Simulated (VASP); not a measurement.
Al:

```
CELL_PARAMETERS angstrom
1.40302 2.48264 -0.01764
0.04611 0.00719 -4.68968
-4.22714 2.49308 0.03792
ATOMIC_POSITIONS crystal
Al 0.99162 0.24244 0.67098
Al 0.49620 0.23929 0.16513
Al 0.50400 0.75490 0.84960
Al 0.00818 0.76337 0.31429
```

```yaml
Program: VASP 6.6.1
Task: relaxation of cell and atoms
Functional: PBE
Potentials_or_basis: VASP PAW PBE potentials, release 64 (Al)
Cutoff: 600 eV
k_mesh: 8 × 6 × 4
Occupations: gaussian, width 0.2 eV
Spin: no spin polarisation
```

At the start: pressure 2.0 GPa; volume 16.40 Å³/atom.

Where does the relaxation end?

Over 12 steps the energy falls by 37.5 meV/atom and the volume is 16.66 Å³/atom (+1.6 %); space group P1 (No. 1, to 0.1 Å) before, Cmcm (No. 63, to 0.1 Å).

Step by step:
```
step  energy change (eV)  largest force (eV/Å)  pressure (GPa)  volume (Å³)
   1              0.0000                0.9771            1.97        65.61
   2             -0.1048                0.4574           -0.80        67.54
   3             -0.1192                0.2222           -2.08        68.72
   4             -0.1454                0.0691           -0.24        66.87
   5             -0.1457                0.0803           -0.01        66.66
   6             -0.1486                0.0564            0.02        66.60
   7             -0.1486                0.0531            0.03        66.59
   8             -0.1492                0.0380            0.00        66.61
   9             -0.1495                0.0401           -0.06        66.67
  10             -0.1499                0.0320            0.01        66.60
  11             -0.1500                0.0263            0.07        66.54
  12             -0.1501                0.0066           -0.06        66.65
```

Final structure:
```
Al
1.0
     1.41207    2.44211   -0.00043
     0.00145    0.00043   -4.66076
    -4.39324    2.52996   -0.00158
Al
4
Direct
  0.99974 0.25010 0.66582
  0.49992 0.24992 0.16558
  0.49982 0.75022 0.83427
  0.00051 0.74976 0.33432
```
